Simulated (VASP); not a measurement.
Set up this calculation in VASP 6.6.1, as the native input.

```
Task                   : relaxation of cell and atoms
Functional             : PBE
Dispersion             : D3(BJ)
Potentials or basis    : VASP PAW PBE potentials, release 64 (Be, Te)
Cutoff                 : 600 eV
k mesh                 : 6 × 6 × 6
Occupations            : methfessel-paxton, width 0.1 eV
Spin                   : no spin polarisation
Dipole correction      : no
Further INCAR settings : ALGO = Normal; EDIFF = 1e-07; IBRION = 2; EDIFFG = -0.01; NSW = 80; ISIF = 3
```

The structure of BeTe lies in POSCAR:

```
BeTe
1.0
    0.0000000000      2.7700000000      2.7700000000
    2.7700000000      0.0000000000      2.7700000000
    2.7700000000      2.7700000000      0.0000000000
Be Te
1 1
Direct
    0.0000000000      0.0000000000      0.0000000000
    0.2500000000      0.2500000000      0.2500000000
```

These files were run (other wordings do the same):

INCAR

```
ALGO = Normal
EDIFF = 1E-7
EDIFFG = -0.01
ENCUT = 600
GGA = PE
GGA_COMPAT = False
IBRION = 2
ISIF = 3
ISMEAR = 1
IVDW = 12
LASPH = True
LCHARG = False
LREAL = False
LWAVE = False
NELM = 120
NELMIN = 4
NSW = 80
PREC = Accurate
SIGMA = 0.1
```

KPOINTS

```
k-points
0
Gamma
  6 6 6
```

Potentials or basis: VASP PAW PBE potentials, release 64 (Be, Te).

Launch:

```sh
$ cat potpaw_PBE.64/Be/POTCAR potpaw_PBE.64/Te/POTCAR > POTCAR
$ mpirun -np 1 vasp_std > vasp.out
```

It gave:

| Property | Result |
| --- | --- |
| Relaxed volume | 21.80 Å³/atom |
| Relaxed cell | a = 3.951 Å, b = 3.951 Å, c = 3.951 Å, α = 60.00°, β = 60.00°, γ = 60.00° |
| Space group after relaxing (to 0.1 Å) | F-43m (No. 216) |
| Energy gained by relaxing | 2.8 meV/atom |
| Ionic steps | 3 |
| Pressure after relaxing | 0.0 GPa |
| Band gap on the k mesh | 1.91 eV (least direct gap 3.59 eV) |
| Dispersion energy per atom | -0.347 eV |

Caveat: spin-orbit coupling is left out, which moves the levels of the heavy elements.

It took 14 s on 1 thread of Intel(R) Xeon(R) 6975P-C (Granite Rapids), on a shared host, peak memory 0.18 GiB.
